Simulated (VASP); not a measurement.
# Os (P6_3/mmc) in VASP: further runs

Os is run at these levels: PBE; tasks: single point.

Program: VASP 6.6.1. These are calculated values, not measurements. Logs are shortened: lines on timing, memory, paths and dates and some standing lists are left out, and cuts for length are marked.

### Step 1. The cell of the first run

It takes space group P6_3/mmc (No. 194, hexagonal). Conventional cell: a = 2.734 Å, b = 2.734 Å, c = 4.320 Å, α = 90.00°, β = 90.00°, γ = 120.00°. Within 3.5 Å of Os (site symmetry -6m2) lie 12 Os at 2.68 to 2.73 Å.

### Step 2. Single point, PBE

The input, INCAR:

```
PREC = Accurate ; ENCUT = 520
EDIFF = 1E-6 ; ISMEAR = -1
SIGMA = 0.05 ; LREAL = False
LASPH = True ; NELM = 100
ALGO = Normal ; ISIF = 2
LWAVE = False ; LCHARG = False
GGA = PE ; NBANDS = 15
```

The input, KPOINTS:

```
regular mesh
0
Gamma
  15 15 9
```

The input, POSCAR:

```
Os
1.0
    2.7340999755      0.0000000000      0.0000000000
   -1.3670499878      2.3678000353      0.0000000000
    0.0000000000      0.0000000000      4.3197000000
Os
2
Direct
    0.3333333333      0.6666666667      0.2500000000
    0.6666666667      0.3333333333      0.7500000000
```

Potentials or basis: VASP PAW PBE potentials, release 64 (Os).

Run with:

```sh
$ cat potpaw_PBE.64/Os/POTCAR > POTCAR
$ mpirun -np 1 vasp_std > vasp.out
```

OUTCAR:

```text
PREC = Accurate
   ENCUT = 520
   EDIFF = 1E-6
   ISMEAR = -1
   LREAL = False
   LASPH = True
   NELM = 100
   ISIF = 2
   GGA = PE

 ion  position               nearest neighbor table
   1  0.333  0.667  0.250-   2 2.68   2 2.68   2 2.68   2 2.68   2 2.68   2 2.68
   2  0.667  0.333  0.750-   1 2.68   1 2.68   1 2.68   1 2.68   1 2.68   1 2.68

  LATTYP: Found a hexagonal cell.
 ALAT       =     2.7340999755
 C/A-ratio  =     1.5799349105

  Lattice vectors:

 A1 = (   2.7340999755,   0.0000000000,   0.0000000000)
 A2 = (  -1.3670499878,   2.3678000353,   0.0000000000)
 A3 = (   0.0000000000,   0.0000000000,   4.3197000000)

Analysis of symmetry for initial positions (statically):
=====================================================================
 Subroutine PRICEL returns:
 Original cell was already a primitive cell.

 Routine SETGRP: Setting up the symmetry group for a
 hexagonal supercell.

 Subroutine GETGRP returns: Found 24 space group operations
 (whereof 12 operations were pure point group operations)
 out of a pool of 24 trial point group operations.

The static configuration has the point symmetry D_3d.
 The point group associated with its full space group is D_6h.

Analysis of symmetry for dynamics (positions and initial velocities):
=====================================================================
 Subroutine PRICEL returns:
 Original cell was already a primitive cell.

 Routine SETGRP: Setting up the symmetry group for a
 hexagonal supercell.

 Subroutine GETGRP returns: Found 24 space group operations
 (whereof 12 operations were pure point group operations)
 out of a pool of 24 trial point group operations.

The dynamic configuration has the point symmetry D_3d.
 The point group associated with its full space group is D_6h.

 Subroutine INISYM returns: Found 24 space group operations
 (whereof 12 operations are pure point group operations),
 and found     1 'primitive' translations

----------------------------------------------------------------------------------------

                                     Primitive cell

  volume of cell :      27.9649

  direct lattice vectors                    reciprocal lattice vectors
     2.734099975  0.000000000  0.000000000     0.365751073  0.211166481  0.000000000
    -1.367049988  2.367800035  0.000000000     0.000000000  0.422332961  0.000000000
     0.000000000  0.000000000  4.319700000     0.000000000  0.000000000  0.231497558

  length of vectors
     2.734099975  2.734099976  4.319700000     0.422332961  0.422332961  0.231497558

  position of ions in fractional coordinates (direct lattice)
     0.333333333  0.666666667  0.250000000
     0.666666667  0.333333333  0.750000000

  ion indices of the primitive-cell ions
   primitive index   ion index
                 1           1
                 2           2

----------------------------------------------------------------------------------------

 KPOINTS: regular mesh

Automatic generation of k-mesh.
 Grid dimensions read from file:
 generate k-points for:   15   15    9

 Generating k-lattice:

  Cartesian coordinates                     Fractional coordinates (reciprocal lattice)
     0.024383405  0.014077765  0.000000000     0.066666667  0.000000000  0.000000000
     0.000000000  0.028155531  0.000000000     0.000000000  0.066666667  0.000000000
     0.000000000  0.000000000  0.025721951     0.000000000  0.000000000  0.111111111

  Length of vectors
     0.028155531  0.028155531  0.025721951

  Shift w.r.t. Gamma in fractional coordinates (k-lattice)
     0.000000000  0.000000000  0.000000000

 Subroutine IBZKPT returns following result:
 ===========================================

 Found    135 irreducible k-points:

 Following reciprocal coordinates:
            Coordinates               Weight
  0.000000  0.000000  0.000000      1.000000
  0.066667 -0.000000  0.000000      6.000000
  0.133333  0.000000  0.000000      6.000000
  0.200000 -0.000000  0.000000      6.000000
  0.266667  0.000000  0.000000      6.000000
  0.333333  0.000000  0.000000      6.000000
[... 16 lines left out ...]
  0.333333  0.200000  0.000000     12.000000
  0.400000  0.200000  0.000000      6.000000
 [... further k-points ...]
   k-points           NKPTS =    135   k-points in BZ     NKDIM =    135   number of bands    NBANDS=     15
   number of dos      NEDOS =    301   number of ions     NIONS =      2
   total plane-waves  NPLWV =  12800
   dimension x,y,z NGX =    20 NGY =   20 NGZ =   32
   dimension x,y,z NGXF=    40 NGYF=   40 NGZF=   64
   ions per type =               2
   NGX,Y,Z   is equivalent  to a cutoff of  12.16, 12.16, 12.32 a.u.
   NGXF,Y,Z  is equivalent  to a cutoff of  24.32, 24.32, 24.63 a.u.
 SYSTEM =  unknown system
   PREC   = accura    normal or accurate (medium, high low for compatibility)
   ISTART =      0    job   : 0-new  1-cont  2-samecut
   ICHARG =      2    charge: 1-file 2-atom 10-const
   ISPIN  =      1    spin polarized calculation?
   LNONCOLLINEAR =      F non collinear calculations
   LSORBIT =      F    spin-orbit coupling
   LASPH  =      T    aspherical Exc in radial PAW
   ENCUT  =  520.0 eV  38.22 Ry    6.18 a.u.   5.08  5.08  8.03*2*pi/ulx,y,z
   NELM   =    100;   NELMIN=  2; NELMDL= -5     # of ELM steps
   EDIFF  = 0.1E-05   stopping-criterion for ELM
   LREAL  =      F    real-space projection
   EDIFFG = 0.1E-04   stopping-criterion for IOM
   NSW    =      0    number of steps for IOM
   IBRION =     -1    ionic relax: 0-MD 1-quasi-New 2-CG
   NFREE  =      0    steps in history (QN), initial steepest desc. (CG)
   ISIF   =      2    stress and relaxation
   ISYM   =      2    0-nonsym 1-usesym 2-fastsym
   POTIM  = 0.5000    time-step for ionic-motion
   TEBEG  =    0.0;   TEEND  =   0.0 temperature during run
   PSTRESS=    0.0 pullay stress
   NELECT =      16.0000    total number of electrons
   NUPDOWN=      -1.0000    fix difference up-down
   EMIN   =  10.00;   EMAX   =-10.00  energy-range for DOS
   EFERMI =   0.00;   METHOD = LEGACY
   ISMEAR =    -1;   SIGMA  =   0.05  broadening in eV -4-tet -1-fermi 0-gaus
   EFERMI_NEDOS =   21; number of points for ismear=-14 and -15
   IALGO  =     38    algorithm
   IMIX   =      4    mixing-type and parameters
     AMIX     =   0.40;   BMIX     =  1.00
     AMIX_MAG =   1.60;   BMIX_MAG =  1.00
  volume/ion in A,a.u.               =      13.98        94.36
  Fermi-wavevector in a.u.,A,eV,Ry     =   1.359076  2.568282 25.131162  1.847088
  Thomas-Fermi vector in A             =   2.485855
   LORBIT       =      0    0 simple, 1 ext, 2 COOP (PROOUT), +10 PAW based schemes
   GGA     = PE    functional components
   LHFCALC =     F    Hartree Fock is set to
   AEXX    =    0.0000 exact exchange contribution
   IVDW    =     0    specifies the selected vdW correction
   LEPSILON=     F    determine dielectric tensor
   LRPA    =     F    only Hartree local field effects (RPA)
 non-spin polarized calculation
  energy-cutoff  :      520.00
  volume of cell :       27.96
 maximum number of plane-waves:       770
   NGX = 11   NGY = 11   NGZ = 17

 number of electron      15.9999998 magnetization

 Free energy of the ion-electron system (eV)
  ---------------------------------------------------
  ext. energy  EPLUGINS =         0.00000000
  ---------------------------------------------------
  free energy    TOTEN  =       -22.49199793 eV

  energy without entropy =      -22.48375049  energy(sigma->0) =      -22.48787421

 E-fermi :   9.4680     XC(G=0): -14.0606

 val. band max:        9.4353852115   @ k =   0.2000   0.1333   0.0000
 cond. band min:       9.4703582172   @ k =   0.1333   0.0000   0.3333
 fundamental gap:      0.0349730057
 Fermi energy:         9.4680096838

 k-point     1 :       0.0000    0.0000    0.0000
  band No.  band energies     occupation
      1      -1.4734      2.00000
      2       1.6768      2.00000
      3       6.4162      2.00000
      4       6.4162      2.00000
      5       6.6722      2.00000
      6       7.2586      2.00000
      7       7.2586      2.00000
      8       7.9123      2.00000
      9       7.9123      2.00000
     10       9.5003      0.68805
     11      11.1647      0.00000
     12      11.1647      0.00000
     13      18.5549      0.00000
     14      23.5089      0.00000
     15      26.2283      0.00000

 k-point     2 :       0.0667   -0.0000    0.0000
  band No.  band energies     occupation
      1      -1.2931      2.00000
      2       1.8372      2.00000
      3       6.0479      2.00000
      4       6.5751      2.00000
      5       6.9885      2.00000
      6       7.1547      2.00000
      7       7.4070      2.00000
      8       7.6837      2.00000
      9       7.7838      2.00000
     10       8.7347      2.00000
     11      11.2542      0.00000
     12      12.2064      0.00000
     13      18.5410      0.00000
     14      23.8822      0.00000
     15      26.4636      0.00000

 k-point     3 :       0.1333    0.0000    0.0000
  band No.  band energies     occupation
      1      -0.7741      2.00000
      2       2.2697      2.00000
      3       5.5357      2.00000
      4       6.7939      2.00000
      5       6.8423      2.00000
      6       7.0428      2.00000
      7       7.4586      2.00000
      8       7.4900      2.00000
      9       7.8417      2.00000
     10       8.1012      2.00000
     11      11.4673      0.00000
     12      13.8878      0.00000
     13      18.4635      0.00000
     14      24.8309      0.00000
     15      27.0056      0.00000
[... 343 lines left out ...]
 k-point    23 :       0.3333    0.2000    0.0000
  band No.  band energies     occupation
      1       3.0991      2.00000
      2       3.3046      2.00000
      3       3.4584      2.00000
      4       5.1912      2.00000
      5       5.7520      2.00000
      6       6.6824      2.00000
      7       7.6437      2.00000
      8      10.3637      0.00000
      9      11.5905      0.00000
     10      11.7212      0.00000
     11      13.8692      0.00000
     12      16.2456      0.00000
     13      18.2809      0.00000
     14      20.1280      0.00000
     15      22.7642      0.00000

 k-point    24 :       0.4000    0.2000    0.0000
  band No.  band energies     occupation
      1       2.9949      2.00000
      2       3.3615      2.00000
      3       3.3978      2.00000
      4       5.4870      2.00000
      5       5.7896      2.00000
      6       6.5366      2.00000
      7       7.8360      2.00000
      8      10.9070      0.00000
      9      11.5121      0.00000
     10      11.7153      0.00000
     11      14.5526      0.00000
     12      15.2191      0.00000
     13      17.7658      0.00000
     14      20.8274      0.00000
     15      23.3466      0.00000

 [... further k-points ...]
[... 5 lines left out ...]
  --------------------------------------------------------------------------------------
  -------------------------------------------------------------------------------------
  Total        1.4685968      1.4685968      1.6041483     -0.0000000      0.0000000      0.0000000
  in kB       84.1395436     84.1395436     91.9056257     -0.0000000      0.0000000      0.0000000
  external PRESSURE =      86.7282377 kB  Pullay stress =       0.0000000 kB

 VOLUME and BASIS-vectors are now :
 -----------------------------------------------------------------------------
  energy-cutoff  :      520.00
  volume of cell :       27.96
      direct lattice vectors                 reciprocal lattice vectors
     2.734099975  0.000000000  0.000000000     0.365751073  0.211166481  0.000000000
    -1.367049988  2.367800035  0.000000000     0.000000000  0.422332961  0.000000000
     0.000000000  0.000000000  4.319700000     0.000000000  0.000000000  0.231497558

 POSITION                                       TOTAL-FORCE (eV/Angst)
 -----------------------------------------------------------------------------------
     -0.00000      1.57853      1.07993        -0.000000      0.000000      0.000000
      1.36705      0.78927      3.23977         0.000000     -0.000000      0.000000
 -----------------------------------------------------------------------------------
    total drift:                               -0.000000      0.000000     -0.000000

  FREE ENERGIE OF THE ION-ELECTRON SYSTEM (eV)
  ---------------------------------------------------
  free  energy   TOTEN  =       -22.4919979285 eV

  energy  without entropy=      -22.4837504886  energy(sigma->0) =      -22.48787421
```

It took 60 s on 1 thread of Intel Xeon 8259CL, shared host; peak memory 0.17 GiB.

What came out:

```yaml
Free_energy: -22.4920 eV
Pressure: 8.7 GPa
Band_gap_on_the_k_mesh: zero (bands 8 and 9 overlap by 3.82 eV)
```

Caveat: the cell stands under pressure; spin-orbit coupling is left out, which moves the levels of the heavy elements.

### Step 3. Single point, PBE

The input, INCAR:

```
SYSTEM = Os
PREC     = Accurate       ! precision mode
ENCUT    = 520            ! plane-wave cutoff, eV
EDIFF    = 1E-6           ! SCF threshold, eV
ISMEAR   = -1             ! smearing method
SIGMA    = 0.05           ! smearing width, eV
LREAL    = .False.        ! projectors in reciprocal space
LASPH    = .True.         ! aspherical terms in the spheres
NELM     = 100            ! most SCF steps
ALGO     = Normal         ! electronic algorithm
ISIF     = 2              ! what is computed and relaxed
LWAVE    = .False.        ! write WAVECAR
LCHARG   = .False.        ! write CHGCAR
GGA      = PE             ! functional
NBANDS   = 15             ! bands
```

The input, KPOINTS:

```
regular mesh
0
Gamma
  15 15 9
  0 0 0
```

POSCAR is that of step 2.

Potentials or basis: VASP PAW PBE potentials, release 64 (Os).

Run with:

```sh
$ cat potpaw_PBE.64/Os/POTCAR > POTCAR
$ mpirun -np 1 vasp_std > vasp.out
```

Wall time 51 s (1 thread of Intel Xeon 8259CL, shared host); peak memory 0.17 GiB.

It converged, with:

| Item | Value |
| --- | --- |
| Free energy | -22.4920 eV |
| Pressure | 8.7 GPa |
| Band gap on the k mesh | zero (bands 8 and 9 overlap by 3.82 eV) |

Stress tensor (GPa, compression positive):
```
8.41 0.00 0.00
0.00 8.41 0.00
0.00 0.00 9.19
```

Levels at points of the mesh, in eV from the Fermi level:
```tsv
k point	band 5	band 6	band 7	band 8	band 9	band 10	band 11	band 12
(0.00, 0.00, 0.00)	-2.80	-2.21	-2.21	-1.56	-1.56	0.03	1.70	1.70
```

Caveat: the cell stands under pressure; spin-orbit coupling is left out, which moves the levels of the heavy elements.

(Part 1 of 2 ends here.)
